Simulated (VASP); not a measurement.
A run of VASP 6.6.1:

INCAR

```
SYSTEM = Fe
PREC     = Accurate       ! precision mode
ENCUT    = 600            ! plane-wave cutoff, eV
EDIFF    = 1E-6           ! SCF threshold, eV
ISMEAR   = -1             ! smearing method
SIGMA    = 0.1            ! smearing width, eV
LREAL    = .False.        ! projectors in reciprocal space
LASPH    = .True.         ! aspherical terms in the spheres
NELM     = 120            ! most SCF steps
ALGO     = Normal         ! electronic algorithm
ISIF     = 2              ! what is computed and relaxed
LWAVE    = .False.        ! write WAVECAR
LCHARG   = .True.         ! write CHGCAR
GGA      = PE             ! functional
LELF     = .True.         ! ELF
LVHAR    = .True.       
NBANDS   = 10             ! bands
GGA_COMPAT= .False.
```

KPOINTS

```
Automatic mesh
0
Gamma
  13 13 13
  0 0 0
```

POSCAR

```
Fe
1.0
   -1.4290000000      1.4290000000      1.4290000000
    1.4290000000     -1.4290000000      1.4290000000
    1.4290000000      1.4290000000     -1.4290000000
Fe
1
Direct
    0.0000000000      0.0000000000      0.0000000000
```

Potentials or basis: VASP PAW PBE potentials, release 64 (Fe).

The run is started by

```bash
$ cat potpaw_PBE.64/Fe/POTCAR > POTCAR
$ mpirun -np 1 vasp_std > vasp.out
```

Hardware: 1 thread of Intel(R) Xeon(R) Platinum 8375C CPU @ 2.90GHz (Ice Lake), on a shared host.

How long does it take, and how much memory?

Run time: 6.9 s on 1 thread of Intel(R) Xeon(R) Platinum 8375C CPU @ 2.90GHz (Ice Lake), on a shared host, peak memory 0.13 GiB. Counts: scf iterations 12, k points 84.
